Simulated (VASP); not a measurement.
A run of VASP 6.6.1:

Contents of INCAR:

```
  PREC = Accurate
  ENCUT = 520
  EDIFF = 1E-6
  ISMEAR = 0
  SIGMA = 0.1
  LREAL = F
  LASPH = T
  NELM = 80
  ALGO = Normal
  ISIF = 2
  LWAVE = F
  LCHARG = F
  LDIPOL = T
  IDIPOL = 3
  DIPOL = 0.5 0.5 0.318
  GGA = PE
  IVDW = 12
  NBANDS = 56
```

File KPOINTS:

```
regular mesh
0
Gamma
  7 5 1
```

The input POSCAR:

```
Sn4CO5
1.0
    3.8363720854      0.0000000000      0.0000000000
    0.0000000000      6.1139355937      0.0000000000
    0.0000000000      0.0000000000     23.2716647157
O Sn C
5 4 1
Direct
    0.0000000000      0.3937311051      0.1718828476
    0.5000000000      0.5905966576      0.2360622870
    0.0000000000      0.7891442786      0.2999263603
    0.5000000000      0.9914786678      0.3618849282
    1.0000000000      0.9914786678      0.4950941351
    0.5000000000      0.2462583311      0.2031056929
    0.0000000000      0.7380694316      0.2048394417
    0.5000000000      0.6484830883      0.3341121374
    0.0000000000      0.1189669940      0.3308043554
    1.0000000000      0.9914786678      0.5445104538
```

Potentials or basis: VASP PAW PBE potentials, release 64 (O, Sn_d, C).

The run is started by

```bash
$ cat potpaw_PBE.64/O/POTCAR potpaw_PBE.64/Sn_d/POTCAR potpaw_PBE.64/C/POTCAR > POTCAR
$ mpirun -np 1 vasp_std > vasp.out
```

Hardware: 1 thread of Intel(R) Xeon(R) 6975P-C (Granite Rapids), with other jobs on the host.

Problem. Estimate the wall time of this run.

Solution. Run time: 14 min on 1 thread of Intel(R) Xeon(R) 6975P-C (Granite Rapids), with other jobs on the host, peak memory 0.71 GiB. Counts: scf iterations 26, k points 12.
